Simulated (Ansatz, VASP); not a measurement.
One calculation of CO2, two programs

File INCAR:

```
SYSTEM = CO2
ALGO = Normal
EDIFF = 1E-6
ENCUT = 520
GGA = PE
ISIF = 2
ISMEAR = 0
LASPH = .True.
LCHARG = .False.
LREAL = .False.
LWAVE = .False.
NBANDS = 44
NELM = 60
PREC = Accurate
SIGMA = 0.05
```

KPOINTS

```
k-points
0
Gamma
  4 4 4
  0 0 0
```

POSCAR

```
CO2
1.0
    5.8084083436      0.0000000000      0.0000000000
    0.0000000000      5.8084083436      0.0000000000
    0.0000000000      0.0000000000      5.5348323107
C O
4 8
Direct
    0.0000000000      0.0000000000      0.0000000000
    0.5000000000      0.0000000000      0.5000000000
    0.5000000000      0.5000000000      0.0000000000
    0.0000000000      0.5000000000      0.5000000000
    0.1114834447      0.1114834447      0.1114834447
    0.3885165553      0.8885165553      0.6114834447
    0.6114834447      0.3885165553      0.8885165553
    0.8885165553      0.6114834447      0.3885165553
    0.8885165553      0.8885165553      0.8885165553
    0.6114834447      0.1114834447      0.3885165553
    0.3885165553      0.6114834447      0.1114834447
    0.1114834447      0.3885165553      0.6114834447
```

Input for Ansatz:

```yaml
crystal:
  lattice:
    - [5.8084083436, 0.0, 0.0]
    - [0.0, 5.8084083436, 0.0]
    - [0.0, 0.0, 5.5348323107]
  atoms:
    - { symbol: C, position: [0.0, 0.0, 0.0] }
    - { symbol: C, position: [0.5, 0.0, 0.5] }
    - { symbol: C, position: [0.5, 0.5, 0.0] }
    - { symbol: C, position: [0.0, 0.5, 0.5] }
    - { symbol: O, position: [0.1114834447, 0.1114834447, 0.1114834447] }
    - { symbol: O, position: [0.3885165553, 0.8885165553, 0.6114834447] }
    - { symbol: O, position: [0.6114834447, 0.3885165553, 0.8885165553] }
    - { symbol: O, position: [0.8885165553, 0.6114834447, 0.3885165553] }
    - { symbol: O, position: [0.8885165553, 0.8885165553, 0.8885165553] }
    - { symbol: O, position: [0.6114834447, 0.1114834447, 0.3885165553] }
    - { symbol: O, position: [0.3885165553, 0.6114834447, 0.1114834447] }
    - { symbol: O, position: [0.1114834447, 0.3885165553, 0.6114834447] }
basis:
  ecutwfc: 520.0
kpoints:
  mp_grid: { grid: [4, 4, 4] }
hamiltonian:
  xc: pbe
scf:
  occupations: { method: gaussian, width: 0.05 }
output:
  forces: true
  stress: true
  eigenvalues: true
```

Alike in both runs: task single point; functional PBE; k mesh 4 × 4 × 4; occupations gaussian, width 0.05 eV; no spin polarisation.

|  | VASP | Ansatz |
| --- | --- | --- |
| version | VASP 6.6.1 | Ansatz 0.2.0 |
| potentials or method | VASP PAW PBE potentials, release 64 (C, O), cutoff 520 eV | scalar-relativistic, plane waves, PAW |
| valence electrons in the cell | 64 | 64 |

```tsv
	VASP	Ansatz	Ansatz less VASP
gap on the k mesh at the Fermi level (eV)	7.19	7.20	+0.009
least direct gap on the mesh (eV)	7.19	7.20	+0.009
pressure (GPa)	23.8	21.5	-2.28
traceless stress, the component that is largest in VASP (GPa)	-1.28	-1.12	+0.156
rms of the force components (eV/Å)	4.403	3.917	-0.4863
```

Atom by atom the forces differ by 0.486 eV/Å (rms over components).

Noted on VASP's run: the standard files for N, O and F lose accuracy on very short bonds.
